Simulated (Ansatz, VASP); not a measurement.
**AlN in VASP and in Ansatz**

```
Al N
1.0
    -0.15137    1.84739    1.84739
     1.84739   -0.15137    1.84739
     1.84739    1.84739   -0.15137
Al N
1 1
Direct
  0.50000 0.50000 0.50000
  0.00000 0.00000 0.00000
```

Alike in both runs: task single point; functional PBE; k mesh 10 × 10 × 10; occupations gaussian, width 0.05 eV; no spin polarisation.

|  | VASP | Ansatz |
| --- | --- | --- |
| version | VASP 6.6.1 | Ansatz 0.2.0 |
| potentials or method | VASP PAW PBE potentials, release 64 (Al, N), cutoff 520 eV | scalar-relativistic, plane waves, PAW |
| valence electrons in the cell | 8 | 8 |

Ansatz gave:

```
gap on the k mesh at the Fermi level (eV) : 3.06
least direct gap on the mesh (eV)         : 6.27
```

What did VASP give for the same quantities?

gap on the k mesh at the Fermi level (eV): 3.05; least direct gap on the mesh (eV): 6.27.
